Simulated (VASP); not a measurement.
# AlRu (Pm-3m) in VASP: further runs, part 2 of 2

VASP 6.6.1.

### Step 3. Single point, PBEsol

This run uses another cell than the first one, of 12.65 Å³/atom.

File INCAR:

```
SYSTEM = AlRu
  PREC = Accurate
  ENCUT = 520
  EDIFF = 1E-7
  ISMEAR = -1
  SIGMA = 0.08
  LREAL = .FALSE.
  LASPH = .TRUE.
  NELM = 100
  ALGO = Normal
  ISIF = 2
  LWAVE = .FALSE.
  LCHARG = .FALSE.
  GGA = PS
  NBANDS = 16
```

File KPOINTS:

```
Automatic mesh
0
G
  16 16 16
  0 0 0
```

File POSCAR:

```
AlRu
1.0
    2.9356755181      0.0000000000      0.0000000000
    0.0000000000      2.9356755181      0.0000000000
    0.0000000000      0.0000000000      2.9356755181
Al Ru
1 1
Direct
    0.0000000000      0.0000000000      0.0000000000
    0.5000000000      0.5000000000      0.5000000000
```

Potentials or basis: VASP PAW PBE potentials, release 64 (Al, Ru_pv).

Started as:

```sh
$ cat potpaw_PBE.64/Al/POTCAR potpaw_PBE.64/Ru_pv/POTCAR > POTCAR
$ mpirun -np 1 vasp_std > vasp.out
```

OUTCAR:

```text
SYSTEM = AlRu
   PREC = Accurate
   ENCUT = 520
   EDIFF = 1E-7
   ISMEAR = -1
   LREAL = .FALSE.
   LASPH = .TRUE.
   NELM = 100
   ISIF = 2
   GGA = PS

 ion  position               nearest neighbor table
   1  0.000  0.000  0.000-   2 2.54   2 2.54   2 2.54   2 2.54   2 2.54   2 2.54   2 2.54   2 2.54

   2  0.500  0.500  0.500-   1 2.54   1 2.54   1 2.54   1 2.54   1 2.54   1 2.54   1 2.54   1 2.54

  LATTYP: Found a simple cubic cell.
 ALAT       =     2.9356755181

  Lattice vectors:

 A1 = (   2.9356755181,   0.0000000000,   0.0000000000)
 A2 = (   0.0000000000,   2.9356755181,   0.0000000000)
 A3 = (   0.0000000000,   0.0000000000,   2.9356755181)

Analysis of symmetry for initial positions (statically):
=====================================================================
 Subroutine PRICEL returns:
 Original cell was already a primitive cell.

 Routine SETGRP: Setting up the symmetry group for a
 simple cubic supercell.

 Subroutine GETGRP returns: Found 48 space group operations
 (whereof 48 operations were pure point group operations)
 out of a pool of 48 trial point group operations.

The static configuration has the point symmetry O_h .

Analysis of symmetry for dynamics (positions and initial velocities):
=====================================================================
 Subroutine PRICEL returns:
 Original cell was already a primitive cell.

 Routine SETGRP: Setting up the symmetry group for a
 simple cubic supercell.

 Subroutine GETGRP returns: Found 48 space group operations
 (whereof 48 operations were pure point group operations)
 out of a pool of 48 trial point group operations.

The dynamic configuration has the point symmetry O_h .

 Subroutine INISYM returns: Found 48 space group operations
 (whereof 48 operations are pure point group operations),
 and found     1 'primitive' translations

----------------------------------------------------------------------------------------

                                     Primitive cell

[... 110 lines left out ...]
     AMIX_MAG =   1.60;   BMIX_MAG =  1.00
  volume/ion in A,a.u.               =      12.65        85.37
  Fermi-wavevector in a.u.,A,eV,Ry     =   1.433892  2.709663 27.974205  2.056046
  Thomas-Fermi vector in A             =   2.553360
   LORBIT       =      0    0 simple, 1 ext, 2 COOP (PROOUT), +10 PAW based schemes
   GGA     = PS    functional components
   LHFCALC =     F    Hartree Fock is set to
   AEXX    =    0.0000 exact exchange contribution
   IVDW    =     0    specifies the selected vdW correction
   LEPSILON=     F    determine dielectric tensor
   LRPA    =     F    only Hartree local field effects (RPA)
 non-spin polarized calculation
  energy-cutoff  :      520.00
  volume of cell :       25.30
 maximum number of plane-waves:       707
 NGX is ok and might be reduce to    24
   NGX = 11   NGY = 11   NGZ = 11

 number of electron      17.0000002 magnetization

 Free energy of the ion-electron system (eV)
  ---------------------------------------------------
  ext. energy  EPLUGINS =         0.00000000
  ---------------------------------------------------
  free energy    TOTEN  =       -15.50141558 eV

  energy without entropy =      -15.46938350  energy(sigma->0) =      -15.48539954

 E-fermi :  11.4386     XC(G=0): -12.9813

 val. band max:       11.4342363048   @ k =   0.4375   0.4375   0.1250
 cond. band min:      11.4402833283   @ k =   0.3750   0.1250   0.0625
 fundamental gap:      0.0060470234
 Fermi energy:        11.4385816291

 k-point     1 :       0.0000    0.0000    0.0000
  band No.  band energies     occupation
      1     -30.3097      2.00000
      2     -30.3097      2.00000
      3     -30.3097      2.00000
      4       1.3962      2.00000
      5       7.5038      2.00000
      6       7.5038      2.00000
[... 433 lines left out ...]
      3     -30.2840      2.00000
      4       5.6092      2.00000
      5       5.7404      2.00000
      6       8.5545      2.00000
[... 8 lines left out ...]
     15      23.5500      0.00000
     16      24.5137      0.00000

 [... further k-points ...]

------------------------ aborting loop because EDIFF is reached ----------------------------------------

  FORCE on cell =-STRESS in cart. coord.  units (eV):
  Direction    XX          YY          ZZ          XY          YZ          ZX
  --------------------------------------------------------------------------------------
  -------------------------------------------------------------------------------------
  Total        1.5964449      1.5964449      1.5964449      0.0000000     -0.0000000      0.0000000
  in kB      101.0974850    101.0974850    101.0974850      0.0000000     -0.0000000      0.0000000
  external PRESSURE =     101.0974850 kB  Pullay stress =       0.0000000 kB

 VOLUME and BASIS-vectors are now :
 -----------------------------------------------------------------------------
  energy-cutoff  :      520.00
  volume of cell :       25.30
      direct lattice vectors                 reciprocal lattice vectors
     2.935675518  0.000000000  0.000000000     0.340637102  0.000000000  0.000000000
     0.000000000  2.935675518  0.000000000     0.000000000  0.340637102  0.000000000
     0.000000000  0.000000000  2.935675518     0.000000000  0.000000000  0.340637102

 POSITION                                       TOTAL-FORCE (eV/Angst)
 -----------------------------------------------------------------------------------
      0.00000      0.00000      0.00000         0.000000      0.000000      0.000000
      1.46784      1.46784      1.46784         0.000000      0.000000      0.000000
 -----------------------------------------------------------------------------------
    total drift:                                0.000000     -0.000000     -0.000000

  FREE ENERGIE OF THE ION-ELECTRON SYSTEM (eV)
  ---------------------------------------------------
  free  energy   TOTEN  =       -15.5014155813 eV

  energy  without entropy=      -15.4693834962  energy(sigma->0) =      -15.48539954
```

stdout:

```text
POSCAR found type information on POSCAR AlRu
 POSCAR found :  2 types and       2 ions
 scaLAPACK will be used
 -----------------------------------------------------------------------------
|                                                                             |
|                                                                             |
|     You enforced a specific xc type in the INCAR file but a different       |
|     I HOPE YOU KNOW WHAT YOU ARE DOING!                                     |
|                                                                             |
 -----------------------------------------------------------------------------

 LDA part: xc-table for (Slater+PW92), standard interpolation
 POSCAR, INCAR and KPOINTS ok, starting setup
 FFT: planning ... GRIDC
 FFT: planning ... GRID_SOFT
 FFT: planning ... GRID
 WAVECAR not read
 entering main loop
```

Wall time 23 s (1 thread of Intel Xeon Platinum 8488C (Sapphire Rapids), shared host); peak memory 0.18 GiB.

What came out:

* Free energy: -15.5014 eV
* Pressure: 10.1 GPa
* Band gap on the k mesh: zero (an odd number of electrons rules out a gap without spin polarisation)

Caveat: the cell stands under pressure; the PAW data sets were made with another functional, which shifts forces and pressure a little.
